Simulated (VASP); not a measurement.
# Cd2HgSe3 in VASP: a series of runs

The runs below take Cd2HgSe3 through single point, with PBE.

All numbers are computed with VASP 6.6.1; they aren't measurements. Logs are shortened: lines on timing, memory, paths and dates and some standing lists are left out, and cuts for length are marked.

**1. The cell of the first run**

Symmetry: P3m1, No. 156, trigonal system. Conventional cell: a = 4.399 Å, b = 4.399 Å, c = 10.758 Å, α = 90.00°, β = 90.00°, γ = 120.00°. Within 3.5 Å of Cd (site symmetry 3m) lie 4 Se at 2.69 Å. Cd (site symmetry 3m) has 4 Se at 2.69 Å within 3.5 Å. Within 3.6 Å of Hg (site symmetry 3m) lie 4 Se at 2.70 to 2.71 Å. Se (site symmetry 3m) has 4 Cd at 2.69 Å within 3.5 Å. Within 3.5 Å of Se (site symmetry 3m) lie 3 Cd at 2.69 Å and 1 Hg at 2.71 Å. Within 3.5 Å of Se (site symmetry 3m) lie 1 Cd at 2.69 Å and 3 Hg at 2.70 Å.

**2. Single point, PBE**

INCAR reads:

```
ALGO = Normal
EDIFF = 1E-6
ENCUT = 520
GGA = PE
ISIF = 2
ISMEAR = 0
LASPH = T
LCHARG = F
LREAL = F
LWAVE = F
NBANDS = 36
NELM = 100
PREC = Accurate
SIGMA = 0.1
```

KPOINTS reads:

```
k-points
0
Gamma
  6 6 2
```

POSCAR reads:

```
Cd2HgSe3
1.0
    4.3989727000      0.0000000000      0.0000000000
   -2.1994864000      3.8096221000      0.0000000000
    0.0000000000      0.0000000000     10.7575740000
Cd Hg Se
2 1 3
Direct
    0.0000000000      0.0000000000      0.0014780000
    0.6666667000      0.3333333000      0.3330290000
    0.3333333000      0.6666667000      0.6661340000
    0.6666667000      0.3333333000      0.0831190000
    0.3333333000      0.6666667000      0.4144460000
    0.0000000000      0.0000000000      0.7517930000
```

Potentials or basis: VASP PAW PBE potentials, release 64 (Cd, Hg, Se).

On the command line:

```bash
> cat potpaw_PBE.64/Cd/POTCAR potpaw_PBE.64/Hg/POTCAR potpaw_PBE.64/Se/POTCAR > POTCAR
> mpirun -np 1 vasp_std > vasp.out
```

OUTCAR:

```text
EDIFF = 1E-6
   ENCUT = 520
   GGA = PE
   ISIF = 2
   ISMEAR = 0
   LASPH = T
   LREAL = F
   NELM = 100
   PREC = Accurate

 ion  position               nearest neighbor table
   1  0.000  0.000  0.001-   6 2.69   4 2.69   4 2.69   4 2.69
   2  0.667  0.333  0.333-   5 2.69   5 2.69   5 2.69   4 2.69
   3  0.333  0.667  0.666-   6 2.70   6 2.70   6 2.70   5 2.71
   4  0.667  0.333  0.083-   1 2.69   1 2.69   1 2.69   2 2.69
   5  0.333  0.667  0.414-   2 2.69   2 2.69   2 2.69   3 2.71
   6  0.000  0.000  0.752-   1 2.69   3 2.70   3 2.70   3 2.70

  LATTYP: Found a hexagonal cell.
 ALAT       =     4.3989727000
 C/A-ratio  =     2.4454741445

  Lattice vectors:

 A1 = (   4.3989727000,   0.0000000000,   0.0000000000)
 A2 = (  -2.1994864000,   3.8096221000,   0.0000000000)
 A3 = (   0.0000000000,   0.0000000000,  10.7575740000)

Analysis of symmetry for initial positions (statically):
=====================================================================
 Subroutine PRICEL returns:
 Original cell was already a primitive cell.

 Routine SETGRP: Setting up the symmetry group for a
 hexagonal supercell.

 Subroutine GETGRP returns: Found  6 space group operations
 (whereof  6 operations were pure point group operations)
 out of a pool of 24 trial point group operations.

The static configuration has the point symmetry C_3v.

Analysis of symmetry for dynamics (positions and initial velocities):
=====================================================================
 Subroutine PRICEL returns:
 Original cell was already a primitive cell.

 Routine SETGRP: Setting up the symmetry group for a
 hexagonal supercell.

 Subroutine GETGRP returns: Found  6 space group operations
 (whereof  6 operations were pure point group operations)
 out of a pool of 24 trial point group operations.

The dynamic configuration has the point symmetry C_3v.

 Subroutine INISYM returns: Found  6 space group operations
 (whereof  6 operations are pure point group operations),
 and found     1 'primitive' translations

----------------------------------------------------------------------------------------

                                     Primitive cell

  volume of cell :     180.2800

  direct lattice vectors                    reciprocal lattice vectors
     4.398972700  0.000000000  0.000000000     0.227325803  0.131246617  0.000000000
    -2.199486400  3.809622100  0.000000000     0.000000000  0.262493227  0.000000000
     0.000000000  0.000000000 10.757574000     0.000000000  0.000000000  0.092957762

  length of vectors
     4.398972700  4.398972717 10.757574000     0.262493228  0.262493227  0.092957762

  position of ions in fractional coordinates (direct lattice)
     0.000000000  0.000000000  0.001478000
     0.666666700  0.333333300  0.333029000
     0.333333300  0.666666700  0.666134000
     0.666666700  0.333333300  0.083119000
     0.333333300  0.666666700  0.414446000
     0.000000000  0.000000000  0.751793000

  ion indices of the primitive-cell ions
   primitive index   ion index
                 1           1
                 2           2
                 3           3
                 4           4
                 5           5
                 6           6

----------------------------------------------------------------------------------------

 KPOINTS: k-points

Automatic generation of k-mesh.
 Grid dimensions read from file:
 generate k-points for:    6    6    2

 Generating k-lattice:

  Cartesian coordinates                     Fractional coordinates (reciprocal lattice)
     0.037887634  0.021874436  0.000000000     0.166666667  0.000000000  0.000000000
     0.000000000  0.043748871  0.000000000     0.000000000  0.166666667  0.000000000
     0.000000000  0.000000000  0.046478881     0.000000000  0.000000000  0.500000000

  Length of vectors
     0.043748871  0.043748871  0.046478881

  Shift w.r.t. Gamma in fractional coordinates (k-lattice)
     0.000000000  0.000000000  0.000000000

 Subroutine IBZKPT returns following result:
 ===========================================

 Found     14 irreducible k-points:

 Following reciprocal coordinates:
            Coordinates               Weight
  0.000000  0.000000  0.000000      1.000000
  0.166667 -0.000000  0.000000      6.000000
  0.333333  0.000000  0.000000      6.000000
  0.500000 -0.000000  0.000000      3.000000
  0.166667  0.166667  0.000000      6.000000
  0.333333  0.166667  0.000000     12.000000
  0.333333  0.333333  0.000000      2.000000
  0.000000  0.000000  0.500000      1.000000
  0.166667 -0.000000  0.500000      6.000000
  0.333333  0.000000  0.500000      6.000000
  0.500000 -0.000000  0.500000      3.000000
  0.166667  0.166667  0.500000      6.000000
  0.333333  0.166667  0.500000     12.000000
  0.333333  0.333333  0.500000      2.000000
   k-points           NKPTS =     14   k-points in BZ     NKDIM =     14   number of bands    NBANDS=     36
   number of dos      NEDOS =    301   number of ions     NIONS =      6
   total plane-waves  NPLWV = 103680
   dimension x,y,z NGX =    36 NGY =   36 NGZ =   80
   dimension x,y,z NGXF=    72 NGYF=   72 NGZF=  160
   ions per type =               2   1   3
   NGX,Y,Z   is equivalent  to a cutoff of  13.61, 13.61, 12.36 a.u.
   NGXF,Y,Z  is equivalent  to a cutoff of  27.21, 27.21, 24.73 a.u.
 SYSTEM =  unknown system
   PREC   = accura    normal or accurate (medium, high low for compatibility)
   ISTART =      0    job   : 0-new  1-cont  2-samecut
   ICHARG =      2    charge: 1-file 2-atom 10-const
   ISPIN  =      1    spin polarized calculation?
   LNONCOLLINEAR =      F non collinear calculations
   LSORBIT =      F    spin-orbit coupling
   LASPH  =      T    aspherical Exc in radial PAW
   ENCUT  =  520.0 eV  38.22 Ry    6.18 a.u.   8.18  8.18 20.00*2*pi/ulx,y,z
   NELM   =    100;   NELMIN=  2; NELMDL= -5     # of ELM steps
   EDIFF  = 0.1E-05   stopping-criterion for ELM
   LREAL  =      F    real-space projection
   EDIFFG = 0.1E-04   stopping-criterion for IOM
   NSW    =      0    number of steps for IOM
   IBRION =     -1    ionic relax: 0-MD 1-quasi-New 2-CG
   NFREE  =      0    steps in history (QN), initial steepest desc. (CG)
   ISIF   =      2    stress and relaxation
   ISYM   =      2    0-nonsym 1-usesym 2-fastsym
   POTIM  = 0.5000    time-step for ionic-motion
   TEBEG  =    0.0;   TEEND  =   0.0 temperature during run
   PSTRESS=    0.0 pullay stress
   NELECT =      54.0000    total number of electrons
   NUPDOWN=      -1.0000    fix difference up-down
   EMIN   =  10.00;   EMAX   =-10.00  energy-range for DOS
   EFERMI =   0.00;   METHOD = LEGACY
   ISMEAR =     0;   SIGMA  =   0.10  broadening in eV -4-tet -1-fermi 0-gaus
   EFERMI_NEDOS =   21; number of points for ismear=-14 and -15
   IALGO  =     38    algorithm
   IMIX   =      4    mixing-type and parameters
     AMIX     =   0.40;   BMIX     =  1.00
     AMIX_MAG =   1.60;   BMIX_MAG =  1.00
  volume/ion in A,a.u.               =      30.05       202.76
  Fermi-wavevector in a.u.,A,eV,Ry     =   1.095360  2.069930 16.324457  1.199814
  Thomas-Fermi vector in A             =   2.231682
   LORBIT       =      0    0 simple, 1 ext, 2 COOP (PROOUT), +10 PAW based schemes
   GGA     = PE    functional components
   LHFCALC =     F    Hartree Fock is set to
   AEXX    =    0.0000 exact exchange contribution
   IVDW    =     0    specifies the selected vdW correction
   LEPSILON=     F    determine dielectric tensor
   LRPA    =     F    only Hartree local field effects (RPA)
 non-spin polarized calculation
 Gauss-broadening in eV      SIGMA  =   0.10
  energy-cutoff  :      520.00
  volume of cell :      180.28
 maximum number of plane-waves:      4907
 NGX is ok and might be reduce to    36
   NGX = 17   NGY = 17   NGZ = 41

 number of electron      54.0000007 magnetization

 Free energy of the ion-electron system (eV)
  ---------------------------------------------------
  ext. energy  EPLUGINS =         0.00000000
  ---------------------------------------------------
  free energy    TOTEN  =       -15.06210430 eV

  energy without entropy =      -15.05968533  energy(sigma->0) =      -15.06089482

 E-fermi :   0.7455     XC(G=0):  -8.6403

 val. band max:        0.7207649964   @ k =   0.0000   0.0000   0.0000
 cond. band min:       1.7531312732   @ k =   0.0000   0.0000   0.5000
 fundamental gap:      1.0323662768
 Fermi energy:         0.7454799257

 k-point     1 :       0.0000    0.0000    0.0000
  band No.  band energies     occupation
      1     -11.8615      2.00000
      2     -11.5966      2.00000
      3     -11.5266      2.00000
      4      -7.2032      2.00000
      5      -7.2032      2.00000
      6      -7.1612      2.00000
[... 28 lines left out ...]
     35       6.9641      0.00000
     36       6.9728      0.00000

 k-point     2 :       0.1667   -0.0000    0.0000
  band No.  band energies     occupation
      1     -11.7835      2.00000
      2     -11.5478      2.00000
      3     -11.4844      2.00000
      4      -7.1760      2.00000
      5      -7.1565      2.00000
      6      -7.1421      2.00000
[... 28 lines left out ...]
     35       6.8035      0.00000
     36       6.8608      0.00000

 k-point     3 :       0.3333    0.0000    0.0000
  band No.  band energies     occupation
      1     -11.6128      2.00000
      2     -11.4573      2.00000
      3     -11.4013      2.00000
      4      -7.1282      2.00000
      5      -7.1217      2.00000
      6      -7.0666      2.00000
[... 28 lines left out ...]
     35       7.2808      0.00000
     36       7.4402      0.00000

 k-point     4 :       0.5000   -0.0000    0.0000
  band No.  band energies     occupation
      1     -11.5090      2.00000
      2     -11.4290      2.00000
      3     -11.3585      2.00000
      4      -7.1118      2.00000
      5      -7.1095      2.00000
      6      -7.0405      2.00000
[... 28 lines left out ...]
     35       7.6285      0.00000
     36       7.6383      0.00000

 k-point     5 :       0.1667    0.1667    0.0000
  band No.  band energies     occupation
      1     -11.6587      2.00000
      2     -11.4765      2.00000
      3     -11.4235      2.00000
      4      -7.1427      2.00000
      5      -7.1146      2.00000
      6      -7.0965      2.00000
[... 265 lines left out ...]
 k-point    12 :       0.1667    0.1667    0.5000
  band No.  band energies     occupation
      1     -11.6364      2.00000
      2     -11.5319      2.00000
      3     -11.3906      2.00000
      4      -7.1447      2.00000
      5      -7.1155      2.00000
      6      -7.0964      2.00000
[... 28 lines left out ...]
     35       7.2889      0.00000
     36       7.3548      0.00000

 k-point    13 :       0.3333    0.1667    0.5000
  band No.  band energies     occupation
      1     -11.5114      2.00000
      2     -11.4258      2.00000
      3     -11.3613      2.00000
      4      -7.1116      2.00000
      5      -7.0922      2.00000
      6      -7.0677      2.00000
[... 28 lines left out ...]
     35       7.3432      0.00000
     36       7.4433      0.00000

 k-point    14 :       0.3333    0.3333    0.5000
  band No.  band energies     occupation
      1     -11.4609      2.00000
      2     -11.3934      2.00000
      3     -11.3587      2.00000
      4      -7.0965      2.00000
      5      -7.0787      2.00000
      6      -7.0711      2.00000
[... 28 lines left out ...]
     35       6.9742      0.00000
     36       6.9934      0.00000

------------------------ aborting loop because EDIFF is reached ----------------------------------------

  FORCE on cell =-STRESS in cart. coord.  units (eV):
  Direction    XX          YY          ZZ          XY          YZ          ZX
  --------------------------------------------------------------------------------------
  -------------------------------------------------------------------------------------
  Total        0.2962770      0.2962770      0.2701209     -0.0000000      0.0000000     -0.0000000
  in kB        2.6330617      2.6330617      2.4006081     -0.0000000      0.0000000     -0.0000000
  external PRESSURE =       2.5555772 kB  Pullay stress =       0.0000000 kB

 VOLUME and BASIS-vectors are now :
 -----------------------------------------------------------------------------
  energy-cutoff  :      520.00
  volume of cell :      180.28
      direct lattice vectors                 reciprocal lattice vectors
     4.398972700  0.000000000  0.000000000     0.227325803  0.131246617  0.000000000
    -2.199486400  3.809622100  0.000000000     0.000000000  0.262493227  0.000000000
     0.000000000  0.000000000 10.757574000     0.000000000  0.000000000  0.092957762

 POSITION                                       TOTAL-FORCE (eV/Angst)
 -----------------------------------------------------------------------------------
      0.00000      0.00000      0.01590        -0.000000      0.000000      0.003313
      2.19949      1.26987      3.58258        -0.000000     -0.000000     -0.002853
     -0.00000      2.53975      7.16599        -0.000000      0.000000     -0.005053
      2.19949      1.26987      0.89416         0.000000     -0.000000     -0.000473
     -0.00000      2.53975      4.45843         0.000000     -0.000000      0.004314
      0.00000      0.00000      8.08747        -0.000000      0.000000      0.000754
 -----------------------------------------------------------------------------------
    total drift:                                0.000004     -0.000003      0.001623

  FREE ENERGIE OF THE ION-ELECTRON SYSTEM (eV)
  ---------------------------------------------------
  free  energy   TOTEN  =       -15.0621043037 eV

  energy  without entropy=      -15.0596853332  energy(sigma->0) =      -15.06089482
```

It took 55 s on 1 thread of Intel Xeon 6975P-C (Granite Rapids), shared host; peak memory 0.35 GiB.

Results:

```
Free energy            : -15.0621 eV
Pressure               : 0.3 GPa
Largest force          : 0.005 eV/Å
Band gap on the k mesh : zero (filled and empty bands touch)
```

Forces in eV/Å, atoms in the order of the input:
```
Cd   0.000  0.000  0.003
Cd   0.000  0.000 -0.003
Hg   0.000  0.000 -0.005
Se   0.000  0.000  0.000
Se   0.000  0.000  0.004
Se   0.000  0.000  0.001
```

Levels at points of the mesh, in eV from the Fermi level:
```tsv
k point	band 24	band 25	band 26	band 27	band 28	band 29	band 30	band 31
(0.00, 0.00, 0.00)	-0.60	-0.16	-0.07	-0.02	-0.02	1.68	2.05	5.72
(0.50, 0.00, 0.00)	-1.66	-1.48	-1.18	-1.01	2.42	3.01	3.14	3.41
(0.00, 0.00, 0.50)	-0.42	-0.42	-0.12	-0.12	1.01	1.55	1.96	5.37
(0.50, 0.00, 0.50)	-1.67	-1.57	-0.79	-0.79	1.74	3.26	3.36	4.06
```

Caveat: semilocal functionals underestimate gaps, so a narrow gap can read as zero; spin-orbit coupling is left out, which moves the levels of the heavy elements.

(Part 1 of 2 ends here.)
